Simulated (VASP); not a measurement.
Wanted: the native input for a VASP 6.6.1 run.

```yaml
Task: single point
Functional: PBEsol
Potentials_or_basis: VASP PAW PBE potentials, release 64 (Mg, S)
Cutoff: 520 eV
k_mesh: 10 × 10 × 10
Occupations: fermi-dirac, width 0.03 eV
Spin: no spin polarisation
Dipole_correction: no
Further_INCAR_settings: ALGO = Normal; EDIFF = 1e-07; NBANDS = 11
```

The structure of MgS lies in POSCAR:

```
MgS
1.0
    0.0000000000      2.6276665000      2.6016500000
    2.6276665000      0.0000000000      2.6016500000
    2.6276665000      2.6276665000      0.0000000000
Mg S
1 1
Direct
    0.0000000000      0.0000000000      0.0000000000
    0.5000000000      0.5000000000      0.5000000000
```

This cell differs from its parent crystal: equal xx and yy strain of +1 %.

One way to write it, as run:

INCAR

```
ALGO = Normal ; EDIFF = 1E-7
ENCUT = 520 ; GGA = PS
ISIF = 2 ; ISMEAR = -1
LASPH = True ; LCHARG = True
LELF = True ; LREAL = False
LVHAR = True ; LWAVE = False
NBANDS = 11 ; NELM = 80
PREC = Accurate ; SIGMA = 0.03
```

KPOINTS

```
k-points
0
Gamma
  10 10 10
```

Potentials or basis: VASP PAW PBE potentials, release 64 (Mg, S).

Run with:

```sh
$ cat potpaw_PBE.64/Mg/POTCAR potpaw_PBE.64/S/POTCAR > POTCAR
$ mpirun -np 1 vasp_std > vasp.out
```

It gave:

- Pressure: -2.5 GPa
- Band gap on the k mesh: 2.62 eV, indirect (least direct gap 3.43 eV)

Caveat: the cell differs from its parent crystal (equal xx and yy strain of +1 %); the PAW data sets were made with another functional, which shifts forces and pressure a little.

It took 30 s on 1 thread of Intel(R) Xeon(R) Platinum 8259CL CPU @ 2.50GHz (Skylake/Cascade Lake) (shared host), peak memory 0.18 GiB.
